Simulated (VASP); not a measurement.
# TiTe2 (P1) in VASP: single point with PBEsol

Aim: the single point of TiTe2 with PBEsol.

Everything below comes from runs of VASP 6.6.1. Logs are shortened: lines on timing, memory, paths and dates and some standing lists are left out, and cuts for length are marked.

## Step 1: The cell of the first run

The typed cell holds 3 atoms: a = 3.777 Å, b = 3.777 Å, c = 6.498 Å, α = 90.00°, β = 90.00°, γ = 120.00°.

## Step 2: Single point, PBEsol (one atom moved)

INCAR

```
PREC = Accurate ; ENCUT = 520
EDIFF = 1E-6 ; ISMEAR = 0
SIGMA = 0.1 ; LREAL = F
LASPH = T ; NELM = 100
ALGO = Normal ; ISIF = 2
LWAVE = F ; LCHARG = T
GGA = PS ; LELF = T
LVHAR = T ; NBANDS = 19
```

KPOINTS

```
regular mesh
0
Gamma
  12 12 6
```

POSCAR

```
TiTe2
1.0
    3.7770008876      0.0000000000      0.0000000000
   -1.8885004438      3.2709787188      0.0000000000
    0.0000000000      0.0000000000      6.4980000000
Ti Te
1 2
Direct
    0.0000000000      0.0000000000      0.0000000000
    0.7262377409      0.3333333333      0.2628000000
    0.3333333333      0.6666666667      0.7372000000
```

Potentials or basis: VASP PAW PBE potentials, release 64 (Ti_sv, Te).

Launch:

```sh
$ cat potpaw_PBE.64/Ti_sv/POTCAR potpaw_PBE.64/Te/POTCAR > POTCAR
$ mpirun -np 1 vasp_std > vasp.out
```

OUTCAR:

```text
PREC = Accurate
   ENCUT = 520
   EDIFF = 1E-6
   ISMEAR = 0
   LREAL = F
   LASPH = T
   NELM = 100
   ISIF = 2
   GGA = PS

 ion  position               nearest neighbor table
   1  0.000  0.000  0.000-   2 2.62   3 2.77   3 2.77   3 2.77   2 2.78   2 2.93
   2  0.726  0.333  0.263-   1 2.62   1 2.78   1 2.93   3 3.67
   3  0.333  0.667  0.737-   1 2.77   1 2.77   1 2.77   2 3.67

  LATTYP: Found a hexagonal cell.
 ALAT       =     3.7770008876
 C/A-ratio  =     1.7204126219

  Lattice vectors:

 A1 = (   3.7770008876,   0.0000000000,   0.0000000000)
 A2 = (  -1.8885004438,   3.2709787188,   0.0000000000)
 A3 = (   0.0000000000,   0.0000000000,   6.4980000000)

Analysis of symmetry for initial positions (statically):
=====================================================================
 Subroutine PRICEL returns:
 Original cell was already a primitive cell.

 Routine SETGRP: Setting up the symmetry group for a
 hexagonal supercell.

 Subroutine GETGRP returns: Found  1 space group operations
 (whereof  1 operations were pure point group operations)
 out of a pool of 24 trial point group operations.

The static configuration has the point symmetry C_1 .

Analysis of symmetry for dynamics (positions and initial velocities):
=====================================================================
 Subroutine PRICEL returns:
 Original cell was already a primitive cell.

 Routine SETGRP: Setting up the symmetry group for a
 hexagonal supercell.

 Subroutine GETGRP returns: Found  1 space group operations
 (whereof  1 operations were pure point group operations)
 out of a pool of 24 trial point group operations.

The dynamic configuration has the point symmetry C_1 .

 Subroutine INISYM returns: Found  1 space group operations
 (whereof  1 operations are pure point group operations),
 and found     1 'primitive' translations

----------------------------------------------------------------------------------------

                                     Primitive cell

  volume of cell :      80.2795

  direct lattice vectors                    reciprocal lattice vectors
[... 69 lines left out ...]
 -0.083333  0.250000  0.000000      2.000000
 [... further k-points ...]
   k-points           NKPTS =    436   k-points in BZ     NKDIM =    436   number of bands    NBANDS=     19
   number of dos      NEDOS =    301   number of ions     NIONS =      3
   total plane-waves  NPLWV =  37632
   dimension x,y,z NGX =    28 NGY =   28 NGZ =   48
   dimension x,y,z NGXF=    56 NGYF=   56 NGZF=   96
   ions per type =               1   2
   NGX,Y,Z   is equivalent  to a cutoff of  12.32, 12.32, 12.28 a.u.
   NGXF,Y,Z  is equivalent  to a cutoff of  24.65, 24.65, 24.56 a.u.
 SYSTEM =  unknown system
   PREC   = accura    normal or accurate (medium, high low for compatibility)
   ISTART =      0    job   : 0-new  1-cont  2-samecut
   ICHARG =      2    charge: 1-file 2-atom 10-const
   ISPIN  =      1    spin polarized calculation?
   LNONCOLLINEAR =      F non collinear calculations
   LSORBIT =      F    spin-orbit coupling
   LASPH  =      T    aspherical Exc in radial PAW
   ENCUT  =  520.0 eV  38.22 Ry    6.18 a.u.   7.02  7.02 12.08*2*pi/ulx,y,z
   NELM   =    100;   NELMIN=  2; NELMDL= -5     # of ELM steps
   EDIFF  = 0.1E-05   stopping-criterion for ELM
   LREAL  =      F    real-space projection
[... 7 lines left out ...]
   TEBEG  =    0.0;   TEEND  =   0.0 temperature during run
   PSTRESS=    0.0 pullay stress
   NELECT =      24.0000    total number of electrons
   NUPDOWN=      -1.0000    fix difference up-down
   EMIN   =  10.00;   EMAX   =-10.00  energy-range for DOS
   EFERMI =   0.00;   METHOD = LEGACY
   ISMEAR =     0;   SIGMA  =   0.10  broadening in eV -4-tet -1-fermi 0-gaus
   EFERMI_NEDOS =   21; number of points for ismear=-14 and -15
   IALGO  =     38    algorithm
   IMIX   =      4    mixing-type and parameters
     AMIX     =   0.40;   BMIX     =  1.00
     AMIX_MAG =   1.60;   BMIX_MAG =  1.00
  volume/ion in A,a.u.               =      26.76       180.58
  Fermi-wavevector in a.u.,A,eV,Ry     =   1.094655  2.068597 16.303433  1.198269
  Thomas-Fermi vector in A             =   2.230963
   LORBIT       =      0    0 simple, 1 ext, 2 COOP (PROOUT), +10 PAW based schemes
   GGA     = PS    functional components
   LHFCALC =     F    Hartree Fock is set to
   AEXX    =    0.0000 exact exchange contribution
   IVDW    =     0    specifies the selected vdW correction
   LEPSILON=     F    determine dielectric tensor
   LRPA    =     F    only Hartree local field effects (RPA)
 non-spin polarized calculation
 Gauss-broadening in eV      SIGMA  =   0.10
  energy-cutoff  :      520.00
  volume of cell :       80.28
 maximum number of plane-waves:      2181
   NGX = 13   NGY = 13   NGZ = 25

 number of electron      23.9999998 magnetization

 Free energy of the ion-electron system (eV)
  ---------------------------------------------------
  ext. energy  EPLUGINS =         0.00000000
  ---------------------------------------------------
  free energy    TOTEN  =       -17.43530163 eV

  energy without entropy =      -17.42860032  energy(sigma->0) =      -17.43195098

 E-fermi :   6.7359     XC(G=0): -10.0010

 val. band max:        6.7351287955   @ k =   0.5000   0.0000   0.1667
 cond. band min:       6.7431430665   @ k =   0.5000   0.0000   0.0000
 fundamental gap:      0.0080142710
 Fermi energy:         6.7359497278

 k-point     1 :       0.0000    0.0000    0.0000
  band No.  band energies     occupation
      1     -50.5398      2.00000
      2     -26.9037      2.00000
      3     -26.9006      2.00000
      4     -26.8607      2.00000
      5      -5.7418      2.00000
      6      -4.2264      2.00000
[... 505 lines left out ...]
      6      -3.9790      2.00000
[... 11 lines left out ...]
     18      13.0005      0.00000
     19      13.6865      0.00000

 [... further k-points ...]
[... 5 lines left out ...]
  --------------------------------------------------------------------------------------
  -------------------------------------------------------------------------------------
  Total       -1.0865701     -1.0527161     -0.3074126     -0.4659288      0.2773384     -1.4545610
  in kB      -21.6852193    -21.0095784     -6.1351867     -9.2987721      5.5349794    -29.0293965
  external PRESSURE =     -16.2766615 kB  Pullay stress =       0.0000000 kB

 VOLUME and BASIS-vectors are now :
 -----------------------------------------------------------------------------
  energy-cutoff  :      520.00
  volume of cell :       80.28
      direct lattice vectors                 reciprocal lattice vectors
     3.777000888  0.000000000  0.000000000     0.264760330  0.152859448  0.000000000
    -1.888500444  3.270978719  0.000000000     0.000000000  0.305718895  0.000000000
     0.000000000  0.000000000  6.498000000     0.000000000  0.000000000  0.153893506

 POSITION                                       TOTAL-FORCE (eV/Angst)
 -----------------------------------------------------------------------------------
      0.00000      0.00000      0.00000         0.468039     -0.127481     -0.251490
      2.11350      1.09033      1.70767        -0.725941      0.133848      0.150413
     -0.00000      2.18065      4.79033         0.257902     -0.006368      0.101078
 -----------------------------------------------------------------------------------
    total drift:                               -0.000115     -0.000045      0.000010

  FREE ENERGIE OF THE ION-ELECTRON SYSTEM (eV)
  ---------------------------------------------------
  free  energy   TOTEN  =       -17.4353016323 eV

  energy  without entropy=      -17.4286003233  energy(sigma->0) =      -17.43195098
```

stdout:

```text
POSCAR found type information on POSCAR TiTe
 POSCAR found :  2 types and       3 ions
 scaLAPACK will be used
 -----------------------------------------------------------------------------
|                                                                             |
|                                                                             |
|     You enforced a specific xc type in the INCAR file but a different       |
|     I HOPE YOU KNOW WHAT YOU ARE DOING!                                     |
|                                                                             |
 -----------------------------------------------------------------------------

 LDA part: xc-table for (Slater+PW92), standard interpolation
 POSCAR, INCAR and KPOINTS ok, starting setup
 FFT: planning ... GRIDC
 FFT: planning ... GRID_SOFT
 FFT: planning ... GRID
 WAVECAR not read
 entering main loop
```

It took 8.4 min on 1 thread of Intel Xeon Platinum 8259CL at 2.50GHz (Skylake/Cascade Lake), shared host; peak memory 0.7 GiB.

What came out:

```yaml
Free_energy: -17.4353 eV
Pressure: -1.6 GPa
Largest_force: 0.753 eV/Å
Band_gap_on_the_k_mesh: zero (band 12 reaches 7.05 eV, above the bottom of band 13 at 6.44 eV)
```

Forces on the atoms (eV/Å):
```
Ti   0.468 -0.127 -0.251
Te  -0.726  0.134  0.150
Te   0.258 -0.006  0.101
```

Caveat: the cell differs from its parent crystal (one atom moved); the PAW data sets were made with another functional, which shifts forces and pressure a little; spin-orbit coupling is left out, which moves the levels of the heavy elements.
